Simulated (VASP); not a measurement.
# HfO2 in VASP: a series of runs

Runs on HfO2. Level: PBE. Tasks: single point.

Everything below comes from runs of VASP 6.6.1. Logs are shortened: lines on timing, memory, paths and dates and some standing lists are left out, and cuts for length are marked.

## Step 1: The cell of the first run

The cell holds a disordered packing, 18 atoms: a = 5.914 Å, b = 6.170 Å, c = 5.666 Å, α = 90.57°, β = 90.53°, γ = 88.22°.

## Step 2: Single point, PBE

INCAR reads:

```
PREC     = Accurate       # precision mode
ENCUT    = 520            # plane-wave cutoff, eV
EDIFF    = 1E-7           # SCF threshold, eV
ISMEAR   = -1             # smearing method
SIGMA    = 0.3102         # smearing width, eV
LREAL    = Auto         
LASPH    = True           # aspherical terms in the spheres
NELM     = 100            # most SCF steps
ALGO     = Normal         # electronic algorithm
ISIF     = 2              # what is computed and relaxed
LWAVE    = False          # write WAVECAR
LCHARG   = True           # write CHGCAR
GGA      = PE             # functional
LELF     = True           # ELF
LVHAR    = True         
NBANDS   = 81             # bands
```

KPOINTS reads:

```
regular mesh
0
Gamma
  3 3 4
```

POSCAR reads:

```
HfO2
1.0
    5.9133820000      0.0936650000     -0.0263170000
    0.0936650000      6.1692290000     -0.0293520000
   -0.0263170000     -0.0293520000      5.6660680000
Hf O
6 12
Direct
    0.2652982534      0.3820835568      0.9589029264
    0.8643355014      0.0785730395      0.8228266333
    0.4133525978      0.8372032011      0.0308641408
    0.3875967557      0.0903088170      0.4798485266
    0.8533802506      0.2800527884      0.3340131605
    0.0554071734      0.6248228297      0.5323162522
    0.1872891612      0.1112057373      0.2075100874
    0.0895981759      0.9514841893      0.6196292483
    0.7059434391      0.3756697018      0.6521177345
    0.7493747268      0.8044924606      0.9212873928
    0.4120010342      0.1165548827      0.8498376652
    0.1407037734      0.3269882707      0.6116994732
    0.8333479545      0.5807496503      0.3198395288
    0.6005863726      0.9054670470      0.3827460507
    0.9320848664      0.3395594000      0.9984095530
    0.3319805089      0.6039562578      0.2680206578
    0.3774622618      0.6511621032      0.7679822358
    0.5642738575      0.2862742667      0.1588300493
```

Potentials or basis: VASP PAW PBE potentials, release 64 (Hf_pv, O).

The run is started by

```
> cat potpaw_PBE.64/Hf_pv/POTCAR potpaw_PBE.64/O/POTCAR > POTCAR
> mpirun -np 1 vasp_std > vasp.out
```

OUTCAR:

```text
PREC = Accurate
   ENCUT = 520
   EDIFF = 1E-7
   ISMEAR = -1
   LREAL = Auto
   LASPH = True
   NELM = 100
   ISIF = 2
   GGA = PE

 ion  position               nearest neighbor table
   1  0.265  0.382  0.959-  11 1.93  15 2.01  17 2.12  12 2.12  18 2.16  16 2.25   7 2.26   3 2.99
                             6 3.09   2 3.15   4 3.32   5 3.33   3 3.47   4 3.53   6 3.77
   2  0.864  0.079  0.823-   8 1.91  10 1.93  15 1.93   9 2.26  12 2.58  11 2.68  18 2.88   7 2.89
                             5 3.05   5 3.14   1 3.15   3 3.33   6 3.40   4 3.41   4 3.67   3 3.72
   3  0.413  0.837  0.031-  17 1.89  11 2.01  16 2.05  10 2.09  14 2.31   7 2.34   4 2.97   1 2.99
                             2 3.33   1 3.47   4 3.50   2 3.72   6 3.76   6 3.82
   4  0.388  0.090  0.480-  14 1.76   7 1.94  11 2.11   8 2.14  12 2.17  18 2.45   9 2.78   3 2.97
                             5 3.15   1 3.32   2 3.41   5 3.43   3 3.50   1 3.53   6 3.55   2 3.67
   5  0.853  0.280  0.334-  13 1.86  18 1.97  15 2.00   9 2.08   7 2.32  12 2.33   6 2.70  14 2.81
                             8 2.92   2 3.05   2 3.14   4 3.15   1 3.33   4 3.43
   6  0.055  0.625  0.532-  13 1.80  12 1.95   8 2.09  16 2.23  17 2.32   5 2.70   9 2.71   1 3.09
                             2 3.40   4 3.55   3 3.76   1 3.77   4 3.80   3 3.82
   7  0.187  0.111  0.208-   4 1.94   1 2.26   5 2.32   3 2.34   2 2.89
   8  0.090  0.951  0.620-   2 1.91   6 2.09   4 2.14   5 2.92
   9  0.706  0.376  0.652-   5 2.08   2 2.26   6 2.71   4 2.78
  10  0.749  0.804  0.921-   2 1.93   3 2.09
  11  0.412  0.117  0.850-   1 1.93   3 2.01   4 2.11   2 2.68
  12  0.141  0.327  0.612-   6 1.95   1 2.12   4 2.17   5 2.33   2 2.58
  13  0.833  0.581  0.320-   6 1.80   5 1.86
  14  0.601  0.905  0.383-   4 1.76   3 2.31   5 2.81
  15  0.932  0.340  0.998-   2 1.93   5 2.00   1 2.01
  16  0.332  0.604  0.268-   3 2.05   6 2.23   1 2.25
  17  0.377  0.651  0.768-   3 1.89   1 2.12   6 2.32
  18  0.564  0.286  0.159-   5 1.97   1 2.16   4 2.45   2 2.88

  LATTYP: Found a triclinic cell.
 ALAT       =     8.1528192558
 B/A-ratio  =     0.6949994798
 C/A-ratio  =     1.0319350229
 COS(alpha) =     0.0008887826
 COS(beta)  =     0.4940497313
 COS(gamma) =     0.6883433048

  Lattice vectors:

 A1 = (   5.8870650000,   0.0643130000,   5.6397510000)
 A2 = (  -0.0263170000,  -0.0293520000,   5.6660680000)
 A3 = (   5.8197170000,  -6.0755640000,   0.0030350000)

Analysis of symmetry for initial positions (statically):
=====================================================================
 Subroutine PRICEL returns:
 Original cell was already a primitive cell.

 Routine SETGRP: Setting up the symmetry group for a
 triclinic supercell.

 Subroutine GETGRP returns: Found  1 space group operations
 (whereof  1 operations were pure point group operations)
 out of a pool of  2 trial point group operations.

The static configuration has the point symmetry C_1 .

Analysis of symmetry for dynamics (positions and initial velocities):
=====================================================================
 Subroutine PRICEL returns:
 Original cell was already a primitive cell.

 Routine SETGRP: Setting up the symmetry group for a
 triclinic supercell.

 Subroutine GETGRP returns: Found  1 space group operations
 (whereof  1 operations were pure point group operations)
 out of a pool of  2 trial point group operations.

The dynamic configuration has the point symmetry C_1 .

 Subroutine INISYM returns: Found  1 space group operations
 (whereof  1 operations are pure point group operations),
 and found     1 'primitive' translations

----------------------------------------------------------------------------------------

                                     Primitive cell

  volume of cell :     206.6449

  direct lattice vectors                    reciprocal lattice vectors
     5.913382000  0.093665000 -0.026317000     0.169152023 -0.002564494  0.000772370
     0.093665000  6.169229000 -0.029352000    -0.002564494  0.162137685  0.000828013
    -0.026317000 -0.029352000  5.666068000     0.000772370  0.000828013  0.176497111

  length of vectors
     5.914182310  6.170009816  5.666205141     0.169173225  0.162160079  0.176500743

  position of ions in fractional coordinates (direct lattice)
     0.265298253  0.382083557  0.958902926
     0.864335501  0.078573040  0.822826633
     0.413352598  0.837203201  0.030864141
     0.387596756  0.090308817  0.479848527
     0.853380251  0.280052788  0.334013160
     0.055407173  0.624822830  0.532316252
[... 10 lines left out ...]
     0.377462262  0.651162103  0.767982236
     0.564273857  0.286274267  0.158830049

  ion indices of the primitive-cell ions
   primitive index   ion index
                 1           1
                 2           2
                 3           3
                 4           4
                 5           5
                 6           6
[... 10 lines left out ...]
                17          17
                18          18

----------------------------------------------------------------------------------------

 KPOINTS: regular mesh

Automatic generation of k-mesh.
 Grid dimensions read from file:
 generate k-points for:    3    3    4

 Generating k-lattice:

  Cartesian coordinates                     Fractional coordinates (reciprocal lattice)
     0.056384008 -0.000854831  0.000257457     0.333333333 -0.000000000  0.000000000
    -0.000854831  0.054045895  0.000276004     0.000000000  0.333333333  0.000000000
     0.000193092  0.000207003  0.044124278     0.000000000  0.000000000  0.250000000

  Length of vectors
     0.056391075  0.054053360  0.044125186

  Shift w.r.t. Gamma in fractional coordinates (k-lattice)
     0.000000000  0.000000000  0.000000000

 Subroutine IBZKPT returns following result:
 ===========================================

 Found     19 irreducible k-points:

 Following reciprocal coordinates:
            Coordinates               Weight
  0.000000  0.000000  0.000000      1.000000
  0.333333  0.000000  0.000000      2.000000
  0.000000  0.333333  0.000000      2.000000
  0.333333  0.333333  0.000000      2.000000
 -0.333333  0.333333 -0.000000      2.000000
  0.000000  0.000000  0.250000      2.000000
[... 11 lines left out ...]
  0.333333  0.333333  0.500000      2.000000
 -0.333333  0.333333  0.500000      2.000000
   k-points           NKPTS =     19   k-points in BZ     NKDIM =     19   number of bands    NBANDS=     81
   number of dos      NEDOS =    301   number of ions     NIONS =     18
   total plane-waves  NPLWV =  96768
   dimension x,y,z NGX =    48 NGY =   48 NGZ =   42
   dimension x,y,z NGXF=    96 NGYF=   96 NGZF=   84
   ions per type =               6  12
   NGX,Y,Z   is equivalent  to a cutoff of  13.49, 12.93, 12.32 a.u.
   NGXF,Y,Z  is equivalent  to a cutoff of  26.99, 25.87, 24.65 a.u.
 SYSTEM =  unknown system
   PREC   = accura    normal or accurate (medium, high low for compatibility)
   ISTART =      0    job   : 0-new  1-cont  2-samecut
   ICHARG =      2    charge: 1-file 2-atom 10-const
   ISPIN  =      1    spin polarized calculation?
   LNONCOLLINEAR =      F non collinear calculations
   LSORBIT =      F    spin-orbit coupling
   LASPH  =      T    aspherical Exc in radial PAW
   ENCUT  =  520.0 eV  38.22 Ry    6.18 a.u.  11.00 11.47 10.54*2*pi/ulx,y,z
   NELM   =    100;   NELMIN=  2; NELMDL= -5     # of ELM steps
   EDIFF  = 0.1E-06   stopping-criterion for ELM
   LREAL  =      T    real-space projection
   EDIFFG = 0.1E-05   stopping-criterion for IOM
   NSW    =      0    number of steps for IOM
   IBRION =     -1    ionic relax: 0-MD 1-quasi-New 2-CG
   NFREE  =      0    steps in history (QN), initial steepest desc. (CG)
   ISIF   =      2    stress and relaxation
   ISYM   =      2    0-nonsym 1-usesym 2-fastsym
   POTIM  = 0.5000    time-step for ionic-motion
   TEBEG  =    0.0;   TEEND  =   0.0 temperature during run
   PSTRESS=    0.0 pullay stress
   NELECT =     132.0000    total number of electrons
   NUPDOWN=      -1.0000    fix difference up-down
   EMIN   =  10.00;   EMAX   =-10.00  energy-range for DOS
   EFERMI =   0.00;   METHOD = LEGACY
   ISMEAR =    -1;   SIGMA  =   0.31  broadening in eV -4-tet -1-fermi 0-gaus
   EFERMI_NEDOS =   21; number of points for ismear=-14 and -15
   IALGO  =     38    algorithm
   IMIX   =      4    mixing-type and parameters
     AMIX     =   0.40;   BMIX     =  1.00
     AMIX_MAG =   1.60;   BMIX_MAG =  1.00
  volume/ion in A,a.u.               =      11.48        77.47
  Fermi-wavevector in a.u.,A,eV,Ry     =   1.409909  2.664343 27.046268  1.987845
  Thomas-Fermi vector in A             =   2.531917
   LORBIT       =      0    0 simple, 1 ext, 2 COOP (PROOUT), +10 PAW based schemes
   GGA     = PE    functional components
   LHFCALC =     F    Hartree Fock is set to
   AEXX    =    0.0000 exact exchange contribution
   IVDW    =     0    specifies the selected vdW correction
   LEPSILON=     F    determine dielectric tensor
   LRPA    =     F    only Hartree local field effects (RPA)
 non-spin polarized calculation
  energy-cutoff  :      520.00
  volume of cell :      206.64
 maximum number of plane-waves:      5580
 NGX is ok and might be reduce to    48
   NGX = 21   NGY = 23   NGZ = 21

 number of electron     132.0000007 magnetization

 Free energy of the ion-electron system (eV)
  ---------------------------------------------------
  ext. energy  EPLUGINS =         0.00000000
  ---------------------------------------------------
  free energy    TOTEN  =      -166.21487755 eV

  energy without entropy =     -166.02857680  energy(sigma->0) =     -166.12172717

 E-fermi :   5.0151     XC(G=0): -11.4155

 val. band max:        3.8466448208   @ k =   0.0000   0.3333   0.0000
 cond. band min:       5.9988858956   @ k =   0.0000   0.0000   0.5000
 fundamental gap:      2.1522410748
 Fermi energy:         5.0151009089

 k-point     1 :       0.0000    0.0000    0.0000
  band No.  band energies     occupation
      1     -27.0838      2.00000
      2     -26.7596      2.00000
      3     -26.7057      2.00000
      4     -26.6441      2.00000
      5     -26.5532      2.00000
      6     -26.4739      2.00000
[... 70 lines left out ...]
     77       9.0488      0.00000
     78       9.2914      0.00000

 k-point     2 :       0.3333    0.0000    0.0000
  band No.  band energies     occupation
      1     -27.0877      2.00000
      2     -26.7576      2.00000
      3     -26.7086      2.00000
      4     -26.6780      2.00000
      5     -26.5160      2.00000
      6     -26.4426      2.00000
[... 70 lines left out ...]
     77       9.0593      0.00000
     78       9.1877      0.00000
[... 1294 lines left out ...]
     77       9.2701      0.00000
     78       9.4123      0.00000

 k-point    19 :      -0.3333    0.3333    0.5000
  band No.  band energies     occupation
      1     -27.0863      2.00000
      2     -26.7413      2.00000
      3     -26.6833      2.00000
      4     -26.5998      2.00000
      5     -26.5116      2.00000
      6     -26.4164      2.00000
[... 70 lines left out ...]
     77       9.2543      0.00000
     78       9.4755      0.00000
 [bands above 78 left out]

------------------------ aborting loop because EDIFF is reached ----------------------------------------

  FORCE on cell =-STRESS in cart. coord.  units (eV):
  Direction    XX          YY          ZZ          XY          YZ          ZX
  --------------------------------------------------------------------------------------
  -------------------------------------------------------------------------------------
  Total       22.7846422     43.8525857     38.7572250      2.4737597      9.6554233      7.2121101
  in kB      176.6558498    340.0016431    300.4958536     19.1797666     74.8612593     55.9175532
  external PRESSURE =     272.3844488 kB  Pullay stress =       0.0000000 kB

 VOLUME and BASIS-vectors are now :
 -----------------------------------------------------------------------------
  energy-cutoff  :      520.00
  volume of cell :      206.64
      direct lattice vectors                 reciprocal lattice vectors
     5.913382000  0.093665000 -0.026317000     0.169152023 -0.002564494  0.000772370
     0.093665000  6.169229000 -0.029352000    -0.002564494  0.162137685  0.000828013
    -0.026317000 -0.029352000  5.666068000     0.000772370  0.000828013  0.176497111

 POSITION                                       TOTAL-FORCE (eV/Angst)
 -----------------------------------------------------------------------------------
      1.57936      2.35386      5.41501         2.632053      0.342146      2.421477
      5.09685      0.54154      4.63714        -3.422800      1.654968     -0.273348
      2.52192      5.20271      0.13943         3.844037      1.002833      1.689430
      2.28784      0.57936      2.70600        -1.228056      5.225229      3.181000
      5.06380      1.79784      1.86186        -2.922121     -3.636266     -0.570462
      0.37216      3.84424      2.99634         3.342698      4.352661      1.744410
[... 10 lines left out ...]
      2.27286      4.02998      4.32239        -2.495994     -1.514047      0.160113
      3.35940      1.81428      0.87669        -0.142477     -0.956897      2.027616
 -----------------------------------------------------------------------------------
    total drift:                               -0.000318      0.014181      0.005935

  FREE ENERGIE OF THE ION-ELECTRON SYSTEM (eV)
  ---------------------------------------------------
  free  energy   TOTEN  =      -166.2148775509 eV

  energy  without entropy=     -166.0285767958  energy(sigma->0) =     -166.12172717
```

Wall time 8 min (1 thread of Intel Xeon 6975P-C (Granite Rapids), shared host); peak memory 0.4 GiB.

What came out:

| Item | Value |
| --- | --- |
| Free energy | -166.2149 eV |
| Pressure | 27.2 GPa |
| Largest force | 6.239 eV/Å |
| Band gap on the k mesh | 2.15 eV (least direct gap 2.20 eV) |

Forces in eV/Å, atoms in the order of the input:
```
Hf   2.632  0.342  2.421
Hf  -3.423  1.655 -0.273
Hf   3.844  1.003  1.689
Hf  -1.228  5.225  3.181
Hf  -2.922 -3.636 -0.570
Hf   3.343  4.353  1.744
O   -2.036 -1.880 -1.147
O   -0.376 -1.923 -1.347
O   -0.187 -3.978 -1.241
O   -0.066  0.624  0.406
O    1.112 -2.422 -2.749
O   -0.520  1.075 -0.290
O   -0.074  2.218 -1.855
O    3.701 -1.907 -1.233
O    2.281  1.348 -0.290
O   -3.441  0.374 -0.634
O   -2.496 -1.514  0.160
O   -0.142 -0.957  2.028
```

Caveat: the atoms stand as in a frame of molecular dynamics; so wide a smearing shifts energies and pressures; spin-orbit coupling is left out, which moves the levels of the heavy elements.

## Step 3: Single point, PBE

INCAR reads:

```
SYSTEM = HfO2
PREC = Accurate
ENCUT = 520
EDIFF = 1E-6
ISMEAR = -1
SIGMA = 0.2232
LREAL = Auto
LASPH = .True.
NELM = 80
ALGO = Normal
ISIF = 2
LWAVE = .False.
LCHARG = .False.
GGA = PE
NBANDS = 81
```

KPOINTS reads:

```
regular mesh
0
Gamma
  3 3 4
  0 0 0
```

POSCAR reads:

```
HfO2
1.0
    5.9133820000      0.0936650000     -0.0263170000
    0.0936650000      6.1692290000     -0.0293520000
   -0.0263170000     -0.0293520000      5.6660680000
Hf O
6 12
Direct
    0.2340210059      0.2763278232      0.8724254583
    0.7215985770      0.0578494306      0.8603172729
    0.6337851581      0.6500903336      0.0995784006
    0.4307429049      0.0773105675      0.4121119039
    0.9059526012      0.2723587754      0.3682580034
    0.1494239428      0.6955447035      0.5726688143
    0.1560512384      0.0452424065      0.1942490917
    0.9948030449      0.0446889982      0.6537915996
    0.6397835923      0.2802326811      0.5744414241
    0.7003157971      0.7292780083      0.7966564663
    0.3993948326      0.9834792671      0.7508429198
    0.2244956933      0.3881950127      0.5280155839
    0.8864490623      0.6031275959      0.3733878255
    0.6891564141      0.9259442446      0.2671763451
    0.8770988738      0.3657673825      0.0048852133
    0.3843532686      0.7071874751      0.3575201652
    0.2222783733      0.5674109127      0.8951176136
    0.4834374466      0.2931465520      0.1167822287
```

Potentials or basis: VASP PAW PBE potentials, release 64 (Hf_pv, O).

The run is started by

```
> cat potpaw_PBE.64/Hf_pv/POTCAR potpaw_PBE.64/O/POTCAR > POTCAR
> mpirun -np 1 vasp_std > vasp.out
```

Run time: 7 min. Hardware: 1 thread of Intel Xeon 6975P-C (Granite Rapids), shared host; peak memory 0.4 GiB.

Results (log left out):

- Free energy: -173.6954 eV
- Pressure: 15.9 GPa
- Largest force: 6.721 eV/Å
- Band gap on the k mesh: 3.36 eV (least direct gap 3.56 eV)

Forces in eV/Å, atoms in the order of the input:
```
Hf  -3.195 -3.838  2.838
Hf   0.541  1.652  0.618
Hf  -1.171 -5.526  3.643
Hf  -3.370 -0.364 -3.416
Hf   2.826 -0.157 -1.369
Hf  -1.576  1.806  1.450
O   -1.377  1.614 -0.006
O    0.179 -0.246  0.183
O    0.363 -0.273  1.790
O    2.054  1.951 -0.949
O    0.050  0.694  0.011
O   -1.336 -4.398 -1.320
O   -0.155 -1.127 -0.351
O    2.151  3.162 -2.786
O    0.346 -2.351  0.285
O    0.851  1.294 -0.780
O    1.113  5.883  0.639
O    1.705  0.224 -0.481
```

Stress tensor (GPa, compression positive):
```
19.99  0.71 -3.36
 0.71 17.62 -5.87
-3.36 -5.87 10.13
```

Levels at points of the mesh, in eV from the valence-band top:
| k point | band 64 | band 65 | band 66 | band 67 | band 68 | band 69 |
| --- | --- | --- | --- | --- | --- | --- |
| (0.00, 0.00, 0.00) | -0.62 | -0.35 | -0.22 | 3.49 | 3.97 | 4.02 |
| (0.00, 0.00, 0.50) | -0.50 | -0.41 | -0.20 | 3.41 | 4.01 | 4.41 |

Caveat: the atoms stand as in a frame of molecular dynamics; spin-orbit coupling is left out, which moves the levels of the heavy elements.
